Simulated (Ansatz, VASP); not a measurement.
**One calculation of As, two programs**

Contents of INCAR:

```
ALGO = Normal ; EDIFF = 1E-6
ENCUT = 520 ; GGA = PS
ISIF = 2 ; ISMEAR = -1
LASPH = True ; LCHARG = True
LELF = True ; LREAL = False
LVHAR = True ; LWAVE = False
NBANDS = 12 ; NELM = 60
PREC = Accurate ; SIGMA = 0.08
```

File KPOINTS:

```
k-points
0
Gamma
  11 11 11
```

The input POSCAR:

```
As
1.0
    0.0000000000      2.6392049891      2.6392049891
    2.6392049891      0.0000000000      2.6392049891
    2.6392049891      2.6392049891      0.0000000000
As
2
Direct
   -0.1250000000     -0.1250000000     -0.1250000000
    0.1250000000      0.1250000000      0.1250000000
```

Input for Ansatz:

```yaml
crystal:
  lattice:
    - [0.0, 2.6392049891, 2.6392049891]
    - [2.6392049891, 0.0, 2.6392049891]
    - [2.6392049891, 2.6392049891, 0.0]
  atoms:
    - { symbol: As, position: [-0.125, -0.125, -0.125] }
    - { symbol: As, position: [0.125, 0.125, 0.125] }
kpoints:
  mp_grid: { grid: [11, 11, 11] }
scf:
  occupations: { method: fermi_dirac, width: 0.08 }
hamiltonian:
  xc: pbesol
  pseudopotentials: { kind: paw, core: large }
output:
  forces: true
  stress: true
  eigenvalues: true
```

Change from the starting cell: volume scaled by 0.68, PAW files, core large.

Alike in both runs: task single point; functional PBEsol; k mesh 11 × 11 × 11; occupations fermi-dirac, width 0.08 eV; no spin polarisation.

```csv
,VASP,Ansatz
version,VASP 6.6.1,Ansatz 0.2.0
potentials or method,"VASP PAW PBE potentials, release 64 (As)","PAW with other files of Ansatz's library (core large), scalar-relativistic"
plane-wave cutoff (eV),520,420
valence electrons in the cell,10,30
```

|  | VASP | Ansatz | Ansatz less VASP |
| --- | --- | --- | --- |
| pressure (GPa) | 42.4 | 41.0 | -1.44 |

VASP's potentials were made for PBE, not for PBEsol. Both programs put the cell under a high pressure, so it lies far from rest at this level. With one functional, cell and mesh, what is left measures potentials, basis and numerics. VASP's potentials hold 10 valence electrons a cell and Ansatz's 30, so a difference there can come from the potentials and not from the codes. Ansatz's warnings: datasets by core.
